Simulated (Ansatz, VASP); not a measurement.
# Two plane-wave programs on AlGa3As4

```
CELL_PARAMETERS angstrom
5.65548 0.00000 0.00000
0.00000 -5.65548 0.00000
0.00000 0.00000 -5.65548
ATOMIC_POSITIONS crystal
Al 0.00000 0.50000 0.50000
Ga 0.50000 0.00000 0.50000
Ga 0.50000 0.50000 0.00000
Ga 0.00000 0.00000 0.00000
As 0.25000 0.25000 0.25000
As 0.75000 0.75000 0.25000
As 0.75000 0.25000 0.75000
As 0.25000 0.75000 0.75000
```

Alike in both runs: task single point; functional PBEsol; k mesh 4 × 4 × 4; occupations gaussian, width 0.1 eV; no spin polarisation.

|  | VASP | Ansatz |
| --- | --- | --- |
| version | VASP 6.6.1 | Ansatz 0.2.0 |
| potentials or method | VASP PAW PBE potentials, release 64 (Al, Ga_d, As), cutoff 500 eV | scalar-relativistic, plane waves, PAW |
| valence electrons in the cell | 62 | 102 |

```tsv
	VASP	Ansatz	Ansatz less VASP
gap on the k mesh at the Fermi level (eV)	0.79	0.78	-0.013
least direct gap on the mesh (eV)	0.79	0.78	-0.013
pressure (GPa)	0.4	0.3	-0.16
```

VASP's potentials were made for PBE, not for PBEsol. VASP's potentials hold 62 valence electrons a cell and Ansatz's 102, so a difference there can come from the potentials and not from the codes.
